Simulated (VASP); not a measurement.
Crystal: Ga2P.

```xyz
6
Lattice="3.0257 0.0000 0.0000 -1.5129 2.6204 0.0000 0.0000 0.0000 20.8767" Properties=species:S:1:pos:R:3 pbc="T T T"
Ga    0.0000    1.7469   18.8522
Ga    0.0000    1.7469   12.4628
Ga    1.5129    0.8735    2.0245
Ga    1.5129    0.8735    8.4139
P     0.0000    0.0000    0.0000
P     0.0000    0.0000   10.4383
```

```yaml
Program: VASP 6.6.1
Task: relaxation of cell and atoms
Functional: PBE
Potentials_or_basis: VASP PAW PBE potentials, release 64 (Ga_d, P)
Cutoff: 600 eV
k_mesh: 12 × 12 × 2
Occupations: gaussian, width 0.1 eV
Spin: no spin polarisation
```

At the start: pressure 0.9 GPa; volume 27.59 Å³/atom.

Task: Where does the relaxation end?

Result: Over 8 steps the energy falls by 12.8 meV/atom and the volume is 27.98 Å³/atom (+1.4 %); space group P6_3/mmc (No. 194, to 0.05 Å).

Step by step:
| step | energy change (eV) | largest force (eV/Å) | pressure (GPa) | volume (Å³) |
| --- | --- | --- | --- | --- |
| 1 | 0.0000 | 0.2594 | 0.91 | 165.52 |
| 2 | -0.0330 | 0.1247 | -0.07 | 169.30 |
| 3 | -0.0385 | 0.0303 | -0.74 | 172.22 |
| 4 | -0.0635 | 0.0041 | -0.67 | 171.22 |
| 5 | -0.0720 | 0.0551 | -0.56 | 170.43 |
| 6 | -0.0721 | 0.0643 | -0.55 | 170.32 |
| 7 | -0.0765 | 0.0249 | 0.15 | 167.18 |
| 8 | -0.0769 | 0.0054 | -0.02 | 167.85 |

Final structure:
```yaml
crystal:
  lattice:
    - [2.97503, 0.00000, 0.00000]
    - [-1.48751, 2.57645, 0.00000]
    - [0.00000, 0.00000, 21.89868]
  atoms:
    - { symbol: Ga, position: [0.33333, 0.66667, 0.90122] }
    - { symbol: Ga, position: [0.33333, 0.66667, 0.59878] }
    - { symbol: Ga, position: [0.66667, 0.33333, 0.09878] }
    - { symbol: Ga, position: [0.66667, 0.33333, 0.40122] }
    - { symbol: P, position: [0.00000, 0.00000, 0.00000] }
    - { symbol: P, position: [0.00000, 0.00000, 0.50000] }
```
